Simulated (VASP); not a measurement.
# MnAs (P6_3/mmc) in VASP: a series of runs, part 2 of 3

VASP 6.6.1. Earlier steps stand in the parts before.

### 4 Single point, BLYP+D4, collinear spin, ferromagnetic start

This run uses another cell than the first one, of 15.55 Å³/atom.

INCAR reads:

```
PREC = Accurate ; ENCUT = 520
EDIFF = 1E-7 ; ISMEAR = -1
SIGMA = 0.05 ; LREAL = False
LASPH = True ; NELM = 150
ALGO = Normal ; ISIF = 2
LWAVE = False ; LCHARG = False
ISPIN = 2 ; MAGMOM = 0 0 4 4
LORBIT = 11 ; LMAXMIX = 4
GGA = B5 ; ALDAX = 1.0
AGGAX = 1.0 ; AGGAC = 1.0
ALDAC = 0.0 ; IVDW = 13
VDW_S6 = 1.0 ; VDW_S8 = 2.34076671
VDW_A1 = 0.44488865 ; VDW_A2 = 4.0933009
NBANDS = 30
```

KPOINTS reads:

```
regular mesh
0
Gamma
  8 8 5
```

POSCAR reads:

```
MnAs
1.0
    3.6169342469      0.0000000000      0.0000000000
   -1.8084671234      3.1323569416      0.0000000000
    0.0000000000      0.0000000000      5.4886641833
As Mn
2 2
Direct
    0.6666666667      0.3333333333      0.7500000000
    0.3333333333      0.6666666667      0.2500000000
    0.0000000000      0.0000000000      0.5000000000
    0.0000000000      0.0000000000      0.0000000000
```

Potentials or basis: VASP PAW PBE potentials, release 64 (As, Mn_pv).

Started as:

```bash
$ cat potpaw_PBE.64/As/POTCAR potpaw_PBE.64/Mn_pv/POTCAR > POTCAR
$ mpirun -np 1 vasp_std > vasp.out
```

OUTCAR:

```text
PREC = Accurate
   ENCUT = 520
   EDIFF = 1E-7
   ISMEAR = -1
   LREAL = False
   LASPH = True
   NELM = 150
   ISIF = 2
   ISPIN = 2
   LORBIT = 11
   GGA = B5
   IVDW = 13

 ion  position               nearest neighbor table
   1  0.667  0.333  0.750-   3 2.50   4 2.50   3 2.50   4 2.50   3 2.50   4 2.50
   2  0.333  0.667  0.250-   3 2.50   4 2.50   3 2.50   4 2.50   3 2.50   4 2.50
   3  0.000  0.000  0.500-   1 2.50   2 2.50   2 2.50   1 2.50   1 2.50   2 2.50   4 2.74   4 2.74

   4  0.000  0.000  0.000-   1 2.50   2 2.50   2 2.50   1 2.50   1 2.50   2 2.50   3 2.74   3 2.74

  LATTYP: Found a hexagonal cell.
 ALAT       =     3.6169342469
 C/A-ratio  =     1.5174907280

  Lattice vectors:

 A1 = (   3.6169342469,   0.0000000000,   0.0000000000)
 A2 = (  -1.8084671234,   3.1323569416,   0.0000000000)
 A3 = (   0.0000000000,   0.0000000000,   5.4886641833)

Analysis of symmetry for initial positions (statically):
=====================================================================
 Subroutine PRICEL returns:
 Original cell was already a primitive cell.

 Routine SETGRP: Setting up the symmetry group for a
 hexagonal supercell.

 Subroutine GETGRP returns: Found 24 space group operations
 (whereof 12 operations were pure point group operations)
 out of a pool of 24 trial point group operations.

The static configuration has the point symmetry D_3d.
 The point group associated with its full space group is D_6h.

Analysis of symmetry for dynamics (positions and initial velocities):
=====================================================================
 Subroutine PRICEL returns:
 Original cell was already a primitive cell.

 Routine SETGRP: Setting up the symmetry group for a
 hexagonal supercell.

 Subroutine GETGRP returns: Found 24 space group operations
 (whereof 12 operations were pure point group operations)
 out of a pool of 24 trial point group operations.

The dynamic configuration has the point symmetry D_3d.
[... 166 lines left out ...]

 E-fermi :   8.1448     XC(G=0): -10.9499

 val. band max:        8.1441326981   @ k =   0.1250   0.1250   0.0000
 cond. band min:       8.1660120662   @ k =   0.2500   0.0000   0.2000
 fundamental gap:      0.0218793681
 Fermi energy:         8.1447614774

 spin component 1

 k-point     1 :       0.0000    0.0000    0.0000
  band No.  band energies     occupation
      1     -41.2613      1.00000
      2     -41.2613      1.00000
      3     -41.2465      1.00000
      4     -41.2465      1.00000
      5     -41.1027      1.00000
      6     -40.9560      1.00000
[... 781 lines left out ...]
     29      17.9455      0.00000
     30      19.9034      0.00000

 [... further k-points ...]

 spin component 2

 k-point     1 :       0.0000    0.0000    0.0000
  band No.  band energies     occupation
      1     -38.4305      1.00000
      2     -38.4026      1.00000
      3     -38.4026      1.00000
      4     -38.3851      1.00000
      5     -38.3851      1.00000
      6     -38.2626      1.00000
[... 781 lines left out ...]
     29      18.3657      0.00000
     30      20.2973      0.00000

 [... further k-points ...]

------------------------ aborting loop because EDIFF is reached ----------------------------------------

  DFT-D4 for vdW energy calculation

  Edisp (eV):   -3.33259

  FORCE on cell =-STRESS in cart. coord.  units (eV):
  Direction    XX          YY          ZZ          XY          YZ          ZX
  --------------------------------------------------------------------------------------
  -------------------------------------------------------------------------------------
  Total       0.12957     0.12957     0.12230     0.00000     0.00000    -0.00000
  in kB       3.33843     3.33843     3.15106     0.00000     0.00000    -0.00000
  external pressure =        3.28 kB  Pullay stress =        0.00 kB

 VOLUME and BASIS-vectors are now :
 -----------------------------------------------------------------------------
  energy-cutoff  :      520.00
  volume of cell :       62.18
      direct lattice vectors                 reciprocal lattice vectors
     3.616934247  0.000000000  0.000000000     0.276477241  0.159624209  0.000000000
    -1.808467123  3.132356942  0.000000000     0.000000000  0.319248419  0.000000000
     0.000000000  0.000000000  5.488664183     0.000000000  0.000000000  0.182193694

 POSITION                                       TOTAL-FORCE (eV/Angst)
 -----------------------------------------------------------------------------------
      1.80847      1.04412      4.11650         0.000000      0.000000      0.000000
     -0.00000      2.08824      1.37217        -0.000000      0.000000      0.000000
      0.00000      0.00000      2.74433        -0.000000      0.000000      0.000000
      0.00000      0.00000      0.00000        -0.000000      0.000000      0.000000
 -----------------------------------------------------------------------------------
    total drift:                               -0.000000      0.000000     -0.000000

  FREE ENERGIE OF THE ION-ELECTRON SYSTEM (eV)
  ---------------------------------------------------
  free  energy   TOTEN  =       -27.7089401781 eV

  energy  without entropy=      -27.6861329132  energy(sigma->0) =      -27.69753655

 total charge

# of ion       s       p       d       tot
------------------------------------------
    1        1.231   1.578   0.064   2.874
    2        1.231   1.578   0.064   2.874
    3        0.296   6.275   5.190  11.760
    4        0.296   6.275   5.190  11.760
--------------------------------------------------
tot          3.053  15.706  10.509  29.268

 magnetization (x)

# of ion       s       p       d       tot
------------------------------------------
    1        0.001  -0.108   0.006  -0.101
    2        0.001  -0.108   0.006  -0.101
    3        0.026   0.019   2.658   2.703
    4        0.026   0.019   2.658   2.703
--------------------------------------------------
tot          0.055  -0.178   5.328   5.205
```

OSZICAR:

```text
N       E                     dE             d eps       ncg     rms          rms(c)
DAV:   1     0.364051080587E+03    0.36405E+03   -0.19484E+04  3656   0.133E+03
DAV:   2    -0.536302038606E+01   -0.36941E+03   -0.35180E+03  3654   0.388E+02
DAV:   3    -0.259846270684E+02   -0.20622E+02   -0.20146E+02  4210   0.996E+01
DAV:   4    -0.263221862443E+02   -0.33756E+00   -0.33691E+00  3960   0.126E+01
DAV:   5    -0.263264061046E+02   -0.42199E-02   -0.42197E-02  4140   0.152E+00    0.188E+01
DAV:   6    -0.270433950068E+02   -0.71699E+00   -0.18380E+01  3926   0.486E+01    0.183E+01
DAV:   7    -0.243879156453E+02    0.26555E+01   -0.96292E+00  3918   0.349E+01    0.533E+00
DAV:   8    -0.243808864573E+02    0.70292E-02   -0.42233E-01  3918   0.399E+00    0.247E+00
DAV:   9    -0.243742737623E+02    0.66127E-02   -0.44132E-02  4068   0.190E+00    0.961E-01
DAV:  10    -0.243757750767E+02   -0.15013E-02   -0.72354E-03  3860   0.604E-01    0.288E-01
DAV:  11    -0.243762882148E+02   -0.51314E-03   -0.68612E-04  4008   0.186E-01    0.103E-01
DAV:  12    -0.243763318745E+02   -0.43660E-04   -0.14137E-04  3972   0.104E-01    0.415E-02
DAV:  13    -0.243763420807E+02   -0.10206E-04   -0.24953E-05  3930   0.343E-02    0.190E-02
DAV:  14    -0.243763463529E+02   -0.42722E-05   -0.36001E-06  4000   0.147E-02    0.545E-03
DAV:  15    -0.243763465043E+02   -0.15137E-06   -0.67750E-07  3954   0.518E-03    0.218E-03
DAV:  16    -0.243763461496E+02    0.35465E-06   -0.14662E-07  2946   0.255E-03    0.858E-04
DAV:  17    -0.243763461928E+02   -0.43199E-07   -0.20719E-08  2210   0.104E-03
   1 F= -.27708940E+02 E0= -.27697537E+02  d E =-.228073E-01  mag=     5.2926
```

Wall time 3.5 min (1 thread of Oxide Virtual Turin-like, shared host); peak memory 0.21 GiB.

What came out:

* Free energy: -27.7089 eV
* Pressure: 0.3 GPa
* Net moment: 5.29 μB per cell
* Site moments: As -0.10; Mn +2.70 μB
* Valence electrons inside the program's atomic spheres: As 2.87; Mn 11.76
* Dispersion energy per atom: -0.833 eV

Levels at points of the mesh, in eV from the Fermi level:
Spin up:
| k point | band 18 | band 19 | band 20 | band 21 | band 22 | band 23 | band 24 | band 25 |
| --- | --- | --- | --- | --- | --- | --- | --- | --- |
| (0.00, 0.00, 0.00) | -1.41 | 0.08 | 0.70 | 0.70 | 1.76 | 3.41 | 3.41 | 4.35 |
| (0.50, 0.00, 0.00) | -1.81 | -1.77 | -1.46 | -1.25 | 0.07 | 1.68 | 3.75 | 5.45 |
Spin down:
```
           k point  band 12  band 13  band 14  band 15  band 16  band 17  band 18  band 19
(0.00, 0.00, 0.00)    -1.49    -0.48    -0.48    -0.28    -0.28     0.65     0.65     1.08
(0.50, 0.00, 0.00)    -3.38    -3.07    -2.11    -1.64     0.43     0.53     0.55     0.57
```

Caveat: the PAW data sets were made with another functional, which shifts forces and pressure a little; only a ferromagnetic start was run, and an antiferromagnetic order may lie lower in energy.

(Continued in part 3 of 3.)
